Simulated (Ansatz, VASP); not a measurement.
HRh6: VASP beside Ansatz

INCAR

```
ALGO = Fast ; DIPOL = 0.5 0.5 0.297
EDIFF = 1E-6 ; ENCUT = 520
GGA = PE ; IDIPOL = 3
ISIF = 2 ; ISMEAR = 0
LASPH = T ; LCHARG = F
LDIPOL = T ; LREAL = F
LWAVE = F ; NBANDS = 104
NELM = 60 ; PREC = Accurate
SIGMA = 0.1
```

File KPOINTS:

```
k-points
0
Gamma
  6 6 1
```

Contents of POSCAR:

```
HRh6
1.0
    5.4165863251      0.0000000000      0.0000000000
   -2.7082931626      4.6909013593      0.0000000000
    0.0000000000      0.0000000000     22.2966119230
Rh H
12 2
Direct
    0.3333333333      0.1666666667      0.1793994538
    0.3333333333      0.6666666667      0.1793994538
    0.8333333333      0.1666666667      0.1793994538
    0.8333333333      0.6666666667      0.1793994538
    0.1666666667      0.3333333333      0.2757769167
    0.1666666667      0.8333333333      0.2757769167
    0.6666666667      0.3333333333      0.2757769167
    0.6666666667      0.8333333333      0.2757769167
    0.0000000000      0.0000000000      0.3721019118
    0.0000000000      0.5000000000      0.3721019118
    0.5000000000      0.0000000000      0.3721019118
    0.5000000000      0.5000000000      0.3721019118
    0.1087691471      0.2175382941      0.4209882629
    0.3912308529      0.7824617059      0.4209882629
```

Input for Ansatz:

```yaml
crystal:
  lattice:
    - [5.4165863251, 0.0, 0.0]
    - [-2.7082931626, 4.6909013593, 0.0]
    - [0.0, 0.0, 22.296611923]
  atoms:
    - { symbol: Rh, position: [0.3333333333, 0.1666666667, 0.1793994538] }
    - { symbol: Rh, position: [0.3333333333, 0.6666666667, 0.1793994538] }
    - { symbol: Rh, position: [0.8333333333, 0.1666666667, 0.1793994538] }
    - { symbol: Rh, position: [0.8333333333, 0.6666666667, 0.1793994538] }
    - { symbol: Rh, position: [0.1666666667, 0.3333333333, 0.2757769167] }
    - { symbol: Rh, position: [0.1666666667, 0.8333333333, 0.2757769167] }
    - { symbol: Rh, position: [0.6666666667, 0.3333333333, 0.2757769167] }
    - { symbol: Rh, position: [0.6666666667, 0.8333333333, 0.2757769167] }
    - { symbol: Rh, position: [0.0, 0.0, 0.3721019118] }
    - { symbol: Rh, position: [0.0, 0.5, 0.3721019118] }
    - { symbol: Rh, position: [0.5, 0.0, 0.3721019118] }
    - { symbol: Rh, position: [0.5, 0.5, 0.3721019118] }
    - { symbol: H, position: [0.1087691471, 0.2175382941, 0.4209882629] }
    - { symbol: H, position: [0.3912308529, 0.7824617059, 0.4209882629] }
basis:
  ecutwfc: 420
kpoints:
  mp_grid: { grid: [6, 6, 1] }
hamiltonian:
  xc: pbe
  pseudopotentials: { kind: paw, azcp: { folder: soft_1 } }
scf:
  occupations: { method: gaussian, width: 0.1 }
output:
  forces: true
  eigenvalues: true
efield:
  axis: 3
  dipole_correction: true
  ramp_width: 0.04
```

Alike in both runs: task single point; functional PBE; k mesh 6 × 6 × 1; occupations gaussian, width 0.1 eV; no spin polarisation.

|  | VASP | Ansatz |
| --- | --- | --- |
| version | VASP 6.6.1 | Ansatz 0.2.0 |
| potentials or method | VASP PAW PBE potentials, release 64 (Rh_pv, H), cutoff 520 eV | scalar-relativistic, plane waves, PAW |
| valence electrons in the cell | 182 | 206 |

|  | VASP | Ansatz | Ansatz less VASP |
| --- | --- | --- | --- |
| gap on the k mesh at the Fermi level (eV) | none | none | - |
| rms of the force components (eV/Å) | 0.704 | 0.689 | -0.0154 |

Atom by atom the forces differ by 0.016 eV/Å (rms over components). A gap of «none» marks a metal or a gap that the smearing closes. The functional is the same, so the differences come from potentials, cutoffs and numerics. VASP's potentials hold 182 valence electrons a cell and Ansatz's 206, so a difference there can come from the potentials and not from the codes.
